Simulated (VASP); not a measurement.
A run of VASP 6.6.1:

File INCAR:

```
SYSTEM = Ca
ALGO = Normal ; EDIFF = 1E-6
EDIFFG = -0.01 ; ENCUT = 600
GGA = PE ; IBRION = 2
ISIF = 3 ; ISMEAR = -1
IVDW = 13 ; LASPH = .TRUE.
LCHARG = .FALSE. ; LREAL = .FALSE.
LWAVE = .FALSE. ; NELM = 60
NSW = 60 ; PREC = Accurate
SIGMA = 0.05
```

File KPOINTS:

```
k-points
0
G
  8 8 8
  0 0 0
```

POSCAR

```
Ca
1.0
   -2.2400000000      2.2400000000      2.2400000000
    2.2400000000     -2.2400000000      2.2400000000
    2.2400000000      2.2400000000     -2.2400000000
Ca
1
Direct
    0.0000000000      0.0000000000      0.0000000000
```

Potentials or basis: VASP PAW PBE potentials, release 64 (Ca_sv).

Command:

```console
$ cat potpaw_PBE.64/Ca_sv/POTCAR > POTCAR
$ mpirun -np 1 vasp_std > vasp.out
```

Hardware: 1 thread of Intel Xeon 8259CL (shared host).

Task: How long does it take, and how much memory?

Result: Wall time 46 s on 1 thread of Intel Xeon 8259CL (shared host), peak memory 0.19 GiB. Counts: scf iterations 28, k points 29, ion steps 3.
